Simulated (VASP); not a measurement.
# SiW12 in VASP: a series of runs

The runs below take SiW12 through single point, with PBE+D3(BJ).

All numbers are computed with VASP 6.6.1; they aren't measurements. Logs are shortened: lines on timing, memory, paths and dates and some standing lists are left out, and cuts for length are marked.

**1. The cell of the first run**

The cell holds a slab with vacuum, 13 atoms: a = 5.664 Å, b = 5.664 Å, c = 21.150 Å, α = 90.00°, β = 90.00°, γ = 90.00°.

**2. Single point, PBE+D3(BJ)**

The input, INCAR:

```
SYSTEM = SiW12
PREC = Accurate ; ENCUT = 520
EDIFF = 1E-6 ; ISMEAR = 0
SIGMA = 0.1 ; LREAL = .FALSE.
LASPH = .TRUE. ; NELM = 100
ALGO = Normal ; ISIF = 2
LWAVE = .FALSE. ; LCHARG = .FALSE.
LDIPOL = .TRUE. ; IDIPOL = 3
DIPOL = 0.5 0.5 0.301 ; GGA = PE
IVDW = 12 ; NBANDS = 98
```

The input, KPOINTS:

```
regular mesh
0
G
  5 5 1
  0 0 0
```

The input, POSCAR:

```
SiW12
1.0
    5.6644156868      0.0000000000      0.0000000000
    0.0000000000      5.6644156868      0.0000000000
    0.0000000000      0.0000000000     21.1500668291
W Si
12 1
Direct
    0.2500000000      0.2500000000      0.1891246979
    0.2500000000      0.7500000000      0.1891246979
    0.7500000000      0.2500000000      0.1891246979
    0.7500000000      0.7500000000      0.1891246979
    0.0000000000      0.0000000000      0.2848852803
    0.0000000000      0.5000000000      0.2848852803
    0.5000000000      0.0000000000      0.2848852803
    0.5000000000      0.5000000000      0.2848852803
    0.2500000000      0.2500000000      0.3806166143
    0.2500000000      0.7500000000      0.3806166143
    0.7500000000      0.2500000000      0.3806166143
    0.7500000000      0.7500000000      0.3806166143
    0.4166666667      0.4166666667      0.4988195505
```

Potentials or basis: VASP PAW PBE potentials, release 64 (W_sv, Si).

Started as:

```
cat potpaw_PBE.64/W_sv/POTCAR potpaw_PBE.64/Si/POTCAR > POTCAR
mpirun -np 1 vasp_std > vasp.out
```

OUTCAR:

```text
SYSTEM = SiW12
   PREC = Accurate
   ENCUT = 520
   EDIFF = 1E-6
   ISMEAR = 0
   LREAL = .FALSE.
   LASPH = .TRUE.
   NELM = 100
   ISIF = 2
   GGA = PE
   IVDW = 12
 IVDW          = 12

 ion  position               nearest neighbor table
   1  0.250  0.250  0.189-   2 2.83   3 2.83   2 2.83   3 2.83   7 2.85   8 2.85   5 2.85   6 2.85

   2  0.250  0.750  0.189-   1 2.83   4 2.83   1 2.83   4 2.83   7 2.85   8 2.85   5 2.85   6 2.85

   3  0.750  0.250  0.189-   1 2.83   4 2.83   4 2.83   1 2.83   7 2.85   8 2.85   5 2.85   6 2.85
[... 4 lines left out ...]
                             1 2.85   2 2.85   3 2.85   4 2.85
   6  0.000  0.500  0.285-   5 2.83   8 2.83   5 2.83   8 2.83  11 2.85  12 2.85   9 2.85  10 2.85
                             1 2.85   2 2.85   3 2.85   4 2.85
   7  0.500  0.000  0.285-   5 2.83   8 2.83   8 2.83   5 2.83  11 2.85  12 2.85   9 2.85  10 2.85
                             1 2.85   2 2.85   3 2.85   4 2.85
   8  0.500  0.500  0.285-   6 2.83   7 2.83   7 2.83   6 2.83  11 2.85  12 2.85   9 2.85  10 2.85
                             1 2.85   2 2.85   3 2.85   4 2.85
   9  0.250  0.250  0.381-  10 2.83  11 2.83  10 2.83  11 2.83  13 2.83   6 2.85   7 2.85   8 2.85
                             5 2.85
  10  0.250  0.750  0.381-   9 2.83  12 2.83   9 2.83  12 2.83   5 2.85   6 2.85   7 2.85   8 2.85
                            13 3.27
  11  0.750  0.250  0.381-   9 2.83  12 2.83  12 2.83   9 2.83   5 2.85   6 2.85   7 2.85   8 2.85
                            13 3.27
  12  0.750  0.750  0.381-  10 2.83  11 2.83  11 2.83  10 2.83   5 2.85   6 2.85   7 2.85   8 2.85

  13  0.417  0.417  0.499-   9 2.83  10 3.27  11 3.27

  LATTYP: Found a simple tetragonal cell.
 ALAT       =     5.6644156868
 C/A-ratio  =     3.7338479375

  Lattice vectors:

 A1 = (   5.6644156868,   0.0000000000,   0.0000000000)
 A2 = (   0.0000000000,   5.6644156868,   0.0000000000)
 A3 = (   0.0000000000,   0.0000000000,  21.1500668291)

Analysis of symmetry for initial positions (statically):
=====================================================================
 Subroutine PRICEL returns:
 Original cell was already a primitive cell.

 Routine SETGRP: Setting up the symmetry group for a
 simple tetragonal supercell.

 Subroutine GETGRP returns: Found  2 space group operations
 (whereof  2 operations were pure point group operations)
 out of a pool of 16 trial point group operations.

The static configuration has the point symmetry C_1h.

Analysis of symmetry for dynamics (positions and initial velocities):
=====================================================================
 Subroutine PRICEL returns:
 Original cell was already a primitive cell.

 Routine SETGRP: Setting up the symmetry group for a
[... 136 lines left out ...]
   LORBIT       =      0    0 simple, 1 ext, 2 COOP (PROOUT), +10 PAW based schemes
   GGA     = PE    functional components
   LHFCALC =     F    Hartree Fock is set to
   AEXX    =    0.0000 exact exchange contribution
   IVDW    =    12    specifies the selected vdW correction
   LEPSILON=     F    determine dielectric tensor
   LRPA    =     F    only Hartree local field effects (RPA)
 non-spin polarized calculation
 Gauss-broadening in eV      SIGMA  =   0.10
  energy-cutoff  :      520.00
  volume of cell :      678.61
 maximum number of plane-waves:     18347
 NGX is ok and might be reduce to    42
   NGX = 21   NGY = 21   NGZ = 79

 dipolmoment           0.000000      0.000000     -0.003858 electrons x Angstroem

 number of electron     171.9999987 magnetization

 dipolmoment           0.000000      0.000000      0.037867 electrons x Angstroem

 Free energy of the ion-electron system (eV)
  ---------------------------------------------------
  ext. energy  EPLUGINS =         0.00000000
  ---------------------------------------------------
  free energy    TOTEN  =      -141.41180749 eV

  energy without entropy =     -141.29362245  energy(sigma->0) =     -141.35271497

 E-fermi :   0.1451     XC(G=0):  -5.3584

 val. band max:        0.1448537049   @ k =   0.4000   0.0000   0.0000
 cond. band min:       0.1454495950   @ k =   0.4000   0.2000   0.0000
 fundamental gap:      0.0005958901
 Fermi energy:         0.1451305325

 k-point     1 :       0.0000    0.0000    0.0000
  band No.  band energies     occupation
      1     -73.7877      2.00000
      2     -73.7430      2.00000
      3     -73.7395      2.00000
      4     -73.7216      2.00000
      5     -73.6855      2.00000
      6     -73.6840      2.00000
[... 898 lines left out ...]
     97       1.1088      0.00000
     98       1.2711      0.00000

------------------------ aborting loop because EDIFF is reached ----------------------------------------

 vacuum level on the upper side and lower side of the slab       (xc-potential included)        -0.052        -0.244

 Edisp (eV)   -5.20235

 E8    (eV) :    -2.7547

  FORCE on cell =-STRESS in cart. coord.  units (eV):
  Direction    XX          YY          ZZ          XY          YZ          ZX
  --------------------------------------------------------------------------------------
  -------------------------------------------------------------------------------------
  Total     -35.88751   -35.88751    -6.19134    -0.09520    -0.10966    -0.10966
  in kB     -84.72898   -84.72898   -14.61751    -0.22476    -0.25889    -0.25889
  external pressure =      -61.36 kB  Pullay stress =        0.00 kB

 VOLUME and BASIS-vectors are now :
 -----------------------------------------------------------------------------
  energy-cutoff  :      520.00
  volume of cell :      678.61
      direct lattice vectors                 reciprocal lattice vectors
     5.664415687  0.000000000  0.000000000     0.176540716  0.000000000  0.000000000
     0.000000000  5.664415687  0.000000000     0.000000000  0.176540716  0.000000000
     0.000000000  0.000000000 21.150066829     0.000000000  0.000000000  0.047281174

 POSITION                                       TOTAL-FORCE (eV/Angst)
 -----------------------------------------------------------------------------------
      1.41610      1.41610      4.00000        -0.028579     -0.028579      0.157377
      1.41610      4.24831      4.00000         0.027802      0.048714      0.045690
      4.24831      1.41610      4.00000         0.048714      0.027802      0.045690
      4.24831      4.24831      4.00000        -0.006208     -0.006208      0.041036
      0.00000      0.00000      6.02534         0.018096      0.018096     -0.335672
      0.00000      2.83221      6.02534        -0.222168      0.189890     -0.323445
      2.83221      0.00000      6.02534         0.189890     -0.222168     -0.323445
      2.83221      2.83221      6.02534         0.024239      0.024239     -0.193503
      1.41610      1.41610      8.05007         0.191353      0.191353      1.638921
      1.41610      4.24831      8.05007         0.102520     -0.197368      0.800464
      4.24831      1.41610      8.05007        -0.197368      0.102520      0.800464
      4.24831      4.24831      8.05007        -0.180198     -0.180198      0.526904
      2.36017      2.36017     10.55007         0.031908      0.031908     -2.880479
 -----------------------------------------------------------------------------------
    total drift:                               -0.000019     -0.000019     -0.000464

  FREE ENERGIE OF THE ION-ELECTRON SYSTEM (eV)
  ---------------------------------------------------
  free  energy   TOTEN  =      -146.6141535336 eV

  energy  without entropy=     -146.4959684895  energy(sigma->0) =     -146.55506101

 vacuum level on the upper side and lower side of the slab         4.891         4.700
```

Wall time 32 min (1 thread of Intel Xeon Platinum 8488C (Sapphire Rapids), shared host); peak memory 0.86 GiB.

What came out:

| Property | Result |
| --- | --- |
| Free energy | -146.6142 eV |
| Largest force | 2.881 eV/Å |
| Band gap on the k mesh | zero (band 86 reaches 0.23 eV, above the bottom of band 87 at -0.03 eV) |
| Dispersion energy per atom | -0.400 eV |

Forces in eV/Å, atoms in the order of the input:
```
W   -0.029 -0.029  0.157
W    0.028  0.049  0.046
W    0.049  0.028  0.046
W   -0.006 -0.006  0.041
W    0.018  0.018 -0.336
W   -0.222  0.190 -0.323
W    0.190 -0.222 -0.323
W    0.024  0.024 -0.194
W    0.191  0.191  1.639
W    0.103 -0.197  0.800
W   -0.197  0.103  0.800
W   -0.180 -0.180  0.527
Si   0.032  0.032 -2.880
```

Caveat: spin-orbit coupling is left out, which moves the levels of the heavy elements.

**3. Single point, PBE+D3(BJ)**

The input, INCAR:

```
SYSTEM = SiW12
PREC = Accurate ; ENCUT = 520
EDIFF = 1E-7 ; ISMEAR = 0
SIGMA = 0.1 ; LREAL = .False.
LASPH = .True. ; NELM = 100
ALGO = Normal ; ISIF = 2
LWAVE = .False. ; LCHARG = .True.
LDIPOL = .True. ; IDIPOL = 3
DIPOL = 0.5 0.5 0.301 ; GGA = PE
IVDW = 12 ; LELF = .True.
LVHAR = .True. ; LVACPOTAV = .True.
NBANDS = 98
```

The input, KPOINTS:

```
regular mesh
0
Gamma
  5 5 1
  0 0 0
```

Changes to POSCAR since step 2:

```diff
@@ -20,2 +20,2 @@
     0.7500000000      0.7500000000      0.3806166143
-    0.4166666667      0.4166666667      0.4988195505
+    0.3333333333      0.3333333333      0.4988195505
```

Potentials or basis: VASP PAW PBE potentials, release 64 (W_sv, Si).

Started as:

```
cat potpaw_PBE.64/W_sv/POTCAR potpaw_PBE.64/Si/POTCAR > POTCAR
mpirun -np 1 vasp_std > vasp.out
```

OUTCAR:

```text
SYSTEM = SiW12
   PREC = Accurate
   ENCUT = 520
   EDIFF = 1E-7
   ISMEAR = 0
   LREAL = .False.
   LASPH = .True.
   NELM = 100
   ISIF = 2
   GGA = PE
   IVDW = 12
 IVDW          = 12

 ion  position               nearest neighbor table
   1  0.250  0.250  0.189-   2 2.83   3 2.83   2 2.83   3 2.83   7 2.85   8 2.85   5 2.85   6 2.85

   2  0.250  0.750  0.189-   1 2.83   4 2.83   1 2.83   4 2.83   7 2.85   8 2.85   5 2.85   6 2.85

   3  0.750  0.250  0.189-   1 2.83   4 2.83   4 2.83   1 2.83   7 2.85   8 2.85   5 2.85   6 2.85
[... 15 lines left out ...]
  11  0.750  0.250  0.381-   9 2.83  12 2.83  12 2.83   9 2.83   5 2.85   6 2.85   7 2.85   8 2.85

  12  0.750  0.750  0.381-  10 2.83  11 2.83  11 2.83  10 2.83   5 2.85   6 2.85   7 2.85   8 2.85

  13  0.333  0.333  0.499-   9 2.59

  LATTYP: Found a simple tetragonal cell.
 ALAT       =     5.6644156868
 C/A-ratio  =     3.7338479375

  Lattice vectors:

 A1 = (   5.6644156868,   0.0000000000,   0.0000000000)
 A2 = (   0.0000000000,   5.6644156868,   0.0000000000)
 A3 = (   0.0000000000,   0.0000000000,  21.1500668291)

Analysis of symmetry for initial positions (statically):
=====================================================================
 Subroutine PRICEL returns:
 Original cell was already a primitive cell.

 Routine SETGRP: Setting up the symmetry group for a
 simple tetragonal supercell.

 Subroutine GETGRP returns: Found  2 space group operations
 (whereof  2 operations were pure point group operations)
 out of a pool of 16 trial point group operations.

The static configuration has the point symmetry C_1h.

Analysis of symmetry for dynamics (positions and initial velocities):
=====================================================================
 Subroutine PRICEL returns:
 Original cell was already a primitive cell.

[... 149 lines left out ...]
 NGX is ok and might be reduce to    42
   NGX = 21   NGY = 21   NGZ = 79

 dipolmoment           0.000000      0.000000     -0.006055 electrons x Angstroem

 number of electron     171.9999987 magnetization

 dipolmoment           0.000000      0.000000      0.033119 electrons x Angstroem

 Free energy of the ion-electron system (eV)
  ---------------------------------------------------
  ext. energy  EPLUGINS =         0.00000000
  ---------------------------------------------------
  free energy    TOTEN  =      -141.37157343 eV

  energy without entropy =     -141.25952807  energy(sigma->0) =     -141.31555075

 E-fermi :   0.1763     XC(G=0):  -5.3544

 val. band max:        0.1703873697   @ k =   0.2000   0.0000   0.0000
 cond. band min:       0.2107237948   @ k =   0.2000   0.0000   0.0000
 fundamental gap:      0.0403364251
 Fermi energy:         0.1762726054

 k-point     1 :       0.0000    0.0000    0.0000
  band No.  band energies     occupation
      1     -73.7674      2.00000
      2     -73.7410      2.00000
      3     -73.7093      2.00000
      4     -73.6901      2.00000
      5     -73.6569      2.00000
      6     -73.6510      2.00000
[... 898 lines left out ...]
     97       1.1263      0.00000
     98       1.2992      0.00000

------------------------ aborting loop because EDIFF is reached ----------------------------------------

 Edisp (eV)   -5.20865

 E8    (eV) :    -2.7586

  FORCE on cell =-STRESS in cart. coord.  units (eV):
  Direction    XX          YY          ZZ          XY          YZ          ZX
  --------------------------------------------------------------------------------------
  -------------------------------------------------------------------------------------
  Total     -35.26924   -35.26924    -4.65895    -0.14435    -0.07090    -0.07090
  in kB     -83.26926   -83.26926   -10.99959    -0.34080    -0.16738    -0.16738
  external pressure =      -59.18 kB  Pullay stress =        0.00 kB

 VOLUME and BASIS-vectors are now :
 -----------------------------------------------------------------------------
  energy-cutoff  :      520.00
  volume of cell :      678.61
      direct lattice vectors                 reciprocal lattice vectors
     5.664415687  0.000000000  0.000000000     0.176540716  0.000000000  0.000000000
     0.000000000  5.664415687  0.000000000     0.000000000  0.176540716  0.000000000
     0.000000000  0.000000000 21.150066829     0.000000000  0.000000000  0.047281174

 POSITION                                       TOTAL-FORCE (eV/Angst)
 -----------------------------------------------------------------------------------
      1.41610      1.41610      4.00000        -0.045136     -0.045136      0.272330
      1.41610      4.24831      4.00000         0.043384      0.046614      0.034378
      4.24831      1.41610      4.00000         0.046614      0.043384      0.034378
      4.24831      4.24831      4.00000        -0.012435     -0.012435      0.025585
      0.00000      0.00000      6.02534        -0.112991     -0.112991     -0.344898
      0.00000      2.83221      6.02534        -0.266009      0.241366     -0.299775
      2.83221      0.00000      6.02534         0.241366     -0.266009     -0.299775
      2.83221      2.83221      6.02534         0.168918      0.168918     -0.257550
      1.41610      1.41610      8.05007         0.131151      0.131151      1.683365
      1.41610      4.24831      8.05007         0.060722     -0.200693      0.561929
      4.24831      1.41610      8.05007        -0.200693      0.060722      0.561929
      4.24831      4.24831      8.05007        -0.104156     -0.104156      0.191921
      1.88814      1.88814     10.55007         0.049264      0.049264     -2.163816
 -----------------------------------------------------------------------------------
    total drift:                               -0.000137     -0.000137      0.000034

  FREE ENERGIE OF THE ION-ELECTRON SYSTEM (eV)
  ---------------------------------------------------
  free  energy   TOTEN  =      -146.5802206768 eV

  energy  without entropy=     -146.4681753134  energy(sigma->0) =     -146.52419800

 vacuum level on the upper side and lower side of the slab         5.016         4.829
```

OSZICAR:

```text
N       E                     dE             d eps       ncg     rms          rms(c)
DAV:   1     0.206046963454E+04    0.20605E+04   -0.10539E+05  2252   0.162E+03
DAV:   2    -0.504589729681E+02   -0.21109E+04   -0.20818E+04  1982   0.495E+02
DAV:   3    -0.145826722180E+03   -0.95368E+02   -0.91191E+02  2150   0.102E+02
[... 28 lines left out ...]
DAV:  32    -0.141371572567E+03   -0.15809E-05   -0.83543E-08  1312   0.617E-04    0.195E-04
DAV:  33    -0.141371573078E+03   -0.51102E-06   -0.19408E-08  1160   0.395E-04    0.124E-04
DAV:  34    -0.141371573267E+03   -0.18940E-06   -0.73033E-09  1096   0.258E-04    0.124E-04
DAV:  35    -0.141371573409E+03   -0.14186E-06   -0.62484E-09  1080   0.238E-04    0.519E-05
DAV:  36    -0.141371573434E+03   -0.24454E-07   -0.15364E-09  1056   0.170E-04
   1 F= -.14658022E+03 E0= -.14652420E+03  d E =-.112045E+00
```

stdout:

```text
POSCAR found type information on POSCAR W Si
 POSCAR found :  2 types and      13 ions
 scaLAPACK will be used
 LDA part: xc-table for (Slater+PW92), standard interpolation
 POSCAR, INCAR and KPOINTS ok, starting setup
 FFT: planning ... GRIDC
 FFT: planning ... GRID_SOFT
 FFT: planning ... GRID
 WAVECAR not read
 entering main loop
 -----------------------------------------------------------------------------
|                                                                             |
|           W    W    AA    RRRRR   N    N  II  N    N   GGGG   !!!           |
|           W    W   A  A   R    R  NN   N  II  NN   N  G    G  !!!           |
|           W    W  A    A  R    R  N N  N  II  N N  N  G       !!!           |
|           W WW W  AAAAAA  RRRRR   N  N N  II  N  N N  G  GGG   !            |
|           WW  WW  A    A  R   R   N   NN  II  N   NN  G    G                |
|           W    W  A    A  R    R  N    N  II  N    N   GGGG   !!!           |
|                                                                             |
|     Did not find any points to average over, which means that no vacuum     |
|     field-free region was found. Please increase the size of  your cell     |
|     in the dimension of the dipole correction to obtain accurate            |
|     workfunction values.                                                    |
|                                                                             |
 -----------------------------------------------------------------------------
```

It took 53 min on 1 thread of AMD EPYC 7R13 (Zen 3), shared host; peak memory 0.78 GiB.

What came out:

- Free energy: -146.5802 eV
- Largest force: 2.165 eV/Å
- Band gap on the k mesh: zero (band 86 reaches 0.31 eV, above the bottom of band 87 at -0.00 eV)
- Dispersion energy per atom: -0.401 eV

Forces in eV/Å, atoms in the order of the input:
```
W   -0.045 -0.045  0.272
W    0.043  0.047  0.034
W    0.047  0.043  0.034
W   -0.012 -0.012  0.026
W   -0.113 -0.113 -0.345
W   -0.266  0.241 -0.300
W    0.241 -0.266 -0.300
W    0.169  0.169 -0.258
W    0.131  0.131  1.683
W    0.061 -0.201  0.562
W   -0.201  0.061  0.562
W   -0.104 -0.104  0.192
Si   0.049  0.049 -2.164
```

Caveat: spin-orbit coupling is left out, which moves the levels of the heavy elements.
